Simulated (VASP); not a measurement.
# BaHfO3 (Pm-3m) in VASP: a series of runs, part 3 of 3

VASP 6.6.1.

### Step 7. Single point, PBE

Input file INCAR:

```
PREC = Accurate
ENCUT = 520
EDIFF = 1E-6
ISMEAR = 1
SIGMA = 0.001
LREAL = F
LASPH = T
NELM = 60
ALGO = Normal
ISIF = 2
LWAVE = F
LCHARG = T
GGA = PE
LELF = T
LVHAR = T
NBANDS = 27
```

Input file KPOINTS:

```
regular mesh
0
Gamma
  4 4 4
```

Input file POSCAR:

```
BaHfO3
1.0
    4.1770517754      0.0000000000      0.0000000000
    0.0000000000      4.1770517754      0.0000000000
    0.0000000000      0.0000000000      4.1770487585
Ba Hf O
1 1 3
Direct
    0.5000000000      0.5000000000      0.9979971537
    0.0000000000      0.0000000000      0.4979944541
    0.0000000000      0.5000000000      0.4980131360
    0.5000000000      0.0000000000      0.4980131360
    0.0000000000      0.0000000000      0.9980039101
```

Potentials or basis: VASP PAW PBE potentials, release 64 (Ba_sv, Hf_pv, O).

Started as:

```console
cat potpaw_PBE.64/Ba_sv/POTCAR potpaw_PBE.64/Hf_pv/POTCAR potpaw_PBE.64/O/POTCAR > POTCAR
mpirun -np 1 vasp_std > vasp.out
```

OUTCAR:

```text
PREC = Accurate
   ENCUT = 520
   EDIFF = 1E-6
   ISMEAR = 1
   LREAL = F
   LASPH = T
   NELM = 60
   ISIF = 2
   GGA = PE

 ion  position               nearest neighbor table
   1  0.500  0.500  0.998-   3 2.95   4 2.95   4 2.95   3 2.95   5 2.95   5 2.95   5 2.95   5 2.95
                             3 2.95   4 2.95   4 2.95   3 2.95   2 3.62   2 3.62   2 3.62   2 3.62
   2  0.000  0.000  0.498-   5 2.09   4 2.09   3 2.09   3 2.09   4 2.09   5 2.09   1 3.62   1 3.62
                             1 3.62   1 3.62   1 3.62   1 3.62   1 3.62   1 3.62
   3  0.000  0.500  0.498-   2 2.09   2 2.09   1 2.95   1 2.95   1 2.95   1 2.95
   4  0.500  0.000  0.498-   2 2.09   2 2.09   1 2.95   1 2.95   1 2.95   1 2.95
   5  0.000  0.000  0.998-   2 2.09   2 2.09   1 2.95   1 2.95   1 2.95   1 2.95

  LATTYP: Found a simple cubic cell.
 ALAT       =     4.1770517754

  Lattice vectors:

 A1 = (   4.1770517754,   0.0000000000,   0.0000000000)
 A2 = (   0.0000000000,   4.1770517754,   0.0000000000)
 A3 = (   0.0000000000,   0.0000000000,   4.1770487585)

Analysis of symmetry for initial positions (statically):
=====================================================================
 Subroutine PRICEL returns:
 Original cell was already a primitive cell.

 Routine SETGRP: Setting up the symmetry group for a
 simple cubic supercell.

 Subroutine GETGRP returns: Found  8 space group operations
 (whereof  8 operations were pure point group operations)
 out of a pool of 48 trial point group operations.

The static configuration has the point symmetry C_4v.

Analysis of symmetry for dynamics (positions and initial velocities):
=====================================================================
 Subroutine PRICEL returns:
 Original cell was already a primitive cell.

 Routine SETGRP: Setting up the symmetry group for a
 simple cubic supercell.

 Subroutine GETGRP returns: Found  8 space group operations
 (whereof  8 operations were pure point group operations)
 out of a pool of 48 trial point group operations.

The dynamic configuration has the point symmetry C_4v.

 Subroutine INISYM returns: Found  8 space group operations
 (whereof  8 operations are pure point group operations),
 and found     1 'primitive' translations

----------------------------------------------------------------------------------------

                                     Primitive cell

  volume of cell :      72.8802

  direct lattice vectors                    reciprocal lattice vectors
     4.177051775  0.000000000  0.000000000     0.239403305  0.000000000  0.000000000
     0.000000000  4.177051775  0.000000000     0.000000000  0.239403305  0.000000000
     0.000000000  0.000000000  4.177048758     0.000000000  0.000000000  0.239403478

  length of vectors
     4.177051775  4.177051775  4.177048758     0.239403305  0.239403305  0.239403478

  position of ions in fractional coordinates (direct lattice)
     0.500000000  0.500000000  0.997997154
     0.000000000  0.000000000  0.497994454
     0.000000000  0.500000000  0.498013136
     0.500000000  0.000000000  0.498013136
     0.000000000  0.000000000  0.998003910

  ion indices of the primitive-cell ions
   primitive index   ion index
                 1           1
                 2           2
                 3           3
                 4           4
                 5           5

[... 29 lines left out ...]
  0.250000  0.000000  0.000000      4.000000
  0.000000  0.000000  0.250000      2.000000
  0.500000  0.000000  0.000000      2.000000
  0.000000  0.000000  0.500000      1.000000
  0.250000  0.250000  0.000000      4.000000
[... 10 lines left out ...]
  0.250000  0.500000  0.500000      4.000000
  0.500000  0.500000  0.500000      1.000000
   k-points           NKPTS =     18   k-points in BZ     NKDIM =     18   number of bands    NBANDS=     27
   number of dos      NEDOS =    301   number of ions     NIONS =      5
   total plane-waves  NPLWV =  32768
   dimension x,y,z NGX =    32 NGY =   32 NGZ =   32
   dimension x,y,z NGXF=    64 NGYF=   64 NGZF=   64
   ions per type =               1   1   3
   NGX,Y,Z   is equivalent  to a cutoff of  12.74, 12.74, 12.74 a.u.
   NGXF,Y,Z  is equivalent  to a cutoff of  25.47, 25.47, 25.47 a.u.
 SYSTEM =  unknown system
   PREC   = accura    normal or accurate (medium, high low for compatibility)
   ISTART =      0    job   : 0-new  1-cont  2-samecut
   ICHARG =      2    charge: 1-file 2-atom 10-const
   ISPIN  =      1    spin polarized calculation?
   LNONCOLLINEAR =      F non collinear calculations
   LSORBIT =      F    spin-orbit coupling
   LASPH  =      T    aspherical Exc in radial PAW
   ENCUT  =  520.0 eV  38.22 Ry    6.18 a.u.   7.77  7.77  7.77*2*pi/ulx,y,z
   NELM   =     60;   NELMIN=  2; NELMDL= -5     # of ELM steps
   EDIFF  = 0.1E-05   stopping-criterion for ELM
   LREAL  =      F    real-space projection
   EDIFFG = 0.1E-04   stopping-criterion for IOM
   NSW    =      0    number of steps for IOM
   IBRION =     -1    ionic relax: 0-MD 1-quasi-New 2-CG
   NFREE  =      0    steps in history (QN), initial steepest desc. (CG)
   ISIF   =      2    stress and relaxation
   ISYM   =      2    0-nonsym 1-usesym 2-fastsym
   POTIM  = 0.5000    time-step for ionic-motion
   TEBEG  =    0.0;   TEEND  =   0.0 temperature during run
   PSTRESS=    0.0 pullay stress
   NELECT =      38.0000    total number of electrons
   NUPDOWN=      -1.0000    fix difference up-down
   EMIN   =  10.00;   EMAX   =-10.00  energy-range for DOS
   EFERMI =   0.00;   METHOD = LEGACY
   ISMEAR =     1;   SIGMA  =   0.00  broadening in eV -4-tet -1-fermi 0-gaus
   EFERMI_NEDOS =   21; number of points for ismear=-14 and -15
   IALGO  =     38    algorithm
   IMIX   =      4    mixing-type and parameters
     AMIX     =   0.40;   BMIX     =  1.00
     AMIX_MAG =   1.60;   BMIX_MAG =  1.00
  volume/ion in A,a.u.               =      14.58        98.36
  Fermi-wavevector in a.u.,A,eV,Ry     =   1.317649  2.489995 23.622406  1.736198
  Thomas-Fermi vector in A             =   2.447675
   LORBIT       =      0    0 simple, 1 ext, 2 COOP (PROOUT), +10 PAW based schemes
   GGA     = PE    functional components
   LHFCALC =     F    Hartree Fock is set to
   AEXX    =    0.0000 exact exchange contribution
   IVDW    =     0    specifies the selected vdW correction
   LEPSILON=     F    determine dielectric tensor
   LRPA    =     F    only Hartree local field effects (RPA)
 non-spin polarized calculation
 Methfessel and Paxton  Order N= 1 SIGMA  =   0.00
  energy-cutoff  :      520.00
  volume of cell :       72.88
 maximum number of plane-waves:      1986
 NGX is ok and might be reduce to    32
   NGX = 15   NGY = 15   NGZ = 15

 number of electron      38.0000004 magnetization

 Free energy of the ion-electron system (eV)
  ---------------------------------------------------
  ext. energy  EPLUGINS =         0.00000000
  ---------------------------------------------------
  free energy    TOTEN  =       -43.53641538 eV

  energy without entropy =      -43.53641538  energy(sigma->0) =      -43.53641538

 E-fermi :   2.4807     XC(G=0): -10.8234

 val. band max:        2.4428567365   @ k =   0.5000   0.5000   0.5000
 cond. band min:       6.0139275467   @ k =   0.0000   0.0000   0.0000
 fundamental gap:      3.5710708103
 Fermi energy:         2.4806868774

 k-point     1 :       0.0000    0.0000    0.0000
  band No.  band energies     occupation
      1     -26.3628      2.00000
      2     -26.3628      2.00000
      3     -26.3628      2.00000
      4     -22.8195      2.00000
      5     -14.2297      2.00000
      6     -13.6933      2.00000
[... 529 lines left out ...]
     26      11.6801      0.00000
     27      11.6802      0.00000

------------------------ aborting loop because EDIFF is reached ----------------------------------------

  FORCE on cell =-STRESS in cart. coord.  units (eV):
  Direction    XX          YY          ZZ          XY          YZ          ZX
  --------------------------------------------------------------------------------------
  -------------------------------------------------------------------------------------
  Total        1.3092265      1.3092265      1.3097217      0.0000000     -0.0000000      0.0000000
  in kB       28.7816773     28.7816773     28.7925640      0.0000000     -0.0000000      0.0000000
  external PRESSURE =      28.7853062 kB  Pullay stress =       0.0000000 kB

 VOLUME and BASIS-vectors are now :
 -----------------------------------------------------------------------------
  energy-cutoff  :      520.00
  volume of cell :       72.88
      direct lattice vectors                 reciprocal lattice vectors
     4.177051775  0.000000000  0.000000000     0.239403305  0.000000000  0.000000000
     0.000000000  4.177051775  0.000000000     0.000000000  0.239403305  0.000000000
     0.000000000  0.000000000  4.177048758     0.000000000  0.000000000  0.239403478

 POSITION                                       TOTAL-FORCE (eV/Angst)
 -----------------------------------------------------------------------------------
      2.08853      2.08853      4.16868         0.000000      0.000000      0.000030
      0.00000      0.00000      2.08015        -0.000000     -0.000000      0.000288
      0.00000      2.08853      2.08023        -0.000000     -0.000000     -0.000187
      2.08853      0.00000      2.08023        -0.000000     -0.000000     -0.000187
      0.00000      0.00000      4.16871        -0.000000     -0.000000      0.000057
 -----------------------------------------------------------------------------------
    total drift:                                0.000000     -0.000000     -0.000011

  FREE ENERGIE OF THE ION-ELECTRON SYSTEM (eV)
  ---------------------------------------------------
  free  energy   TOTEN  =       -43.5364153794 eV

  energy  without entropy=      -43.5364153794  energy(sigma->0) =      -43.53641538
```

OSZICAR:

```text
N       E                     dE             d eps       ncg     rms          rms(c)
DAV:   1     0.210712550170E+03    0.21071E+03   -0.20273E+04   972   0.135E+03
DAV:   2    -0.390267647816E+02   -0.24974E+03   -0.24023E+03  1299   0.313E+02
DAV:   3    -0.503254728904E+02   -0.11299E+02   -0.11247E+02  1221   0.633E+01
DAV:   4    -0.505609619675E+02   -0.23549E+00   -0.23509E+00  1388   0.734E+00
DAV:   5    -0.505635161844E+02   -0.25542E-02   -0.25540E-02  1205   0.684E-01    0.586E+01
DAV:   6    -0.437146208404E+02    0.68489E+01   -0.33664E+01  1108   0.325E+01    0.509E+01
DAV:   7    -0.435695224275E+02    0.14510E+00   -0.19055E+00  1214   0.830E+00    0.333E+01
DAV:   8    -0.435576807842E+02    0.11842E-01   -0.33689E-01  1141   0.450E+00    0.803E+00
DAV:   9    -0.435364286290E+02    0.21252E-01   -0.78605E-02  1149   0.183E+00    0.227E+00
DAV:  10    -0.435364999305E+02   -0.71301E-04   -0.72766E-03  1227   0.548E-01    0.706E-01
DAV:  11    -0.435363781801E+02    0.12175E-03   -0.57399E-04  1222   0.146E-01    0.132E-01
DAV:  12    -0.435364108550E+02   -0.32675E-04   -0.63967E-05  1230   0.510E-02    0.949E-02
DAV:  13    -0.435364155775E+02   -0.47225E-05   -0.70785E-06  1265   0.167E-02    0.131E-02
DAV:  14    -0.435364153794E+02    0.19809E-06   -0.60214E-07   786   0.490E-03
   1 F= -.43536415E+02 E0= -.43536415E+02  d E =0.000000E+00
```

stdout:

```text
POSCAR found type information on POSCAR BaHfO
 POSCAR found :  3 types and       5 ions
 scaLAPACK will be used
 LDA part: xc-table for (Slater+PW92), standard interpolation
 POSCAR, INCAR and KPOINTS ok, starting setup
 FFT: planning ... GRIDC
 FFT: planning ... GRID_SOFT
 FFT: planning ... GRID
 WAVECAR not read
 entering main loop
```

It took 29 s on 1 thread of Intel Xeon 6975P-C, shared host; peak memory 0.19 GiB.

What came out:

* Free energy: -43.5364 eV
* Pressure: 2.9 GPa
* Band gap on the k mesh: 3.57 eV, indirect (least direct gap 3.79 eV)

Levels at points of the mesh, in eV from the valence-band top:
```csv
k point,band 15,band 16,band 17,band 18,band 19,band 20,band 21,band 22,band 23,band 24
"(0.00, 0.00, 0.00)",-0.97,-0.97,-0.22,-0.22,-0.22,3.57,3.57,3.57,4.69,4.69
"(0.50, 0.00, 0.00)",-1.72,-1.72,-1.68,-0.53,-0.53,4.13,6.34,6.34,6.49,6.76
"(0.00, 0.00, 0.50)",-1.72,-1.72,-1.68,-0.53,-0.53,4.13,6.34,6.34,6.49,6.76
"(0.50, 0.50, 0.00)",-2.41,-1.02,-0.93,-0.93,-0.08,6.23,6.23,6.58,6.90,8.07
"(0.00, 0.50, 0.50)",-2.41,-1.02,-0.93,-0.93,-0.08,6.23,6.23,6.58,6.90,8.07
"(0.50, 0.50, 0.50)",-2.52,-2.52,0.00,0.00,0.00,6.02,6.02,6.02,7.80,7.80
```

Caveat: spin-orbit coupling is left out, which moves the levels of the heavy elements.

### Step 8. The runs side by side

| smearing | gap on the mesh (eV) | pressure (GPa) |
| --- | --- | --- |
| gaussian 0.01 eV | 3.57 | 2.9 |
| fermi-dirac 0.001 eV | 3.57 | 2.9 |
| methfessel-paxton 0.001 eV | 3.57 | 2.9 |
| methfessel-paxton 0.2 eV | 3.57 | 2.9 |

Alike in all rows: task single point; level PBE; potentials or basis VASP PAW PBE potentials, release 64 (Ba_sv, Hf_pv, O); no spin polarisation; cell as given; k mesh 4 × 4 × 4; cutoff (eV) 520.

On the cell as given the gap runs from 3.57 eV (PBE) to 3.57 eV (PBE).

Caveats: spin-orbit coupling is left out, which moves the levels of the heavy elements.

Total energies depend on the potentials used, so only differences within one code and one set of settings carry meaning.
